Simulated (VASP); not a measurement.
Runs of VASP 6.6.1 on BaF2. The structure is that of space group Fm-3m (No. 225), or close to it. The cells are those of the table. 

```csv
cell,gap on the mesh (eV),pressure (GPa)
"atoms relaxed from a = 4.438 Å, angles 60.0°, 3 atoms",7.18,-1.4
"atoms relaxed from a = 4.467 Å, angles 60.0°, 3 atoms",(b),-2.4
"atoms relaxed from a = 4.381 Å, angles 60.0°, 3 atoms",(a),1.0
"atoms relaxed from a = 4.321 Å, angles 60.0°, 3 atoms",7.50,3.9
"atoms relaxed from a = 4.291 Å, angles 60.0°, 3 atoms",7.59,5.7
```

Alike in all rows: task relaxation of the atoms; level r2SCAN; potentials or basis VASP PAW PBE potentials, release 64 (Ba_sv, F); no spin polarisation; k mesh 8 × 8 × 8; cutoff (eV) 580; smearing fermi-dirac 0.02 eV.

Q: Fill in the values left out.

A: (a) 7.34; (b) 7.10.

Caveats: the relaxation stopped at its first step, so nothing moved; the PAW data sets were made with another functional, which shifts forces and pressure a little; spin-orbit coupling is left out, which moves the levels of the heavy elements.

A k mesh can miss the band edges, and the runs leave out spin-orbit coupling on Ba.
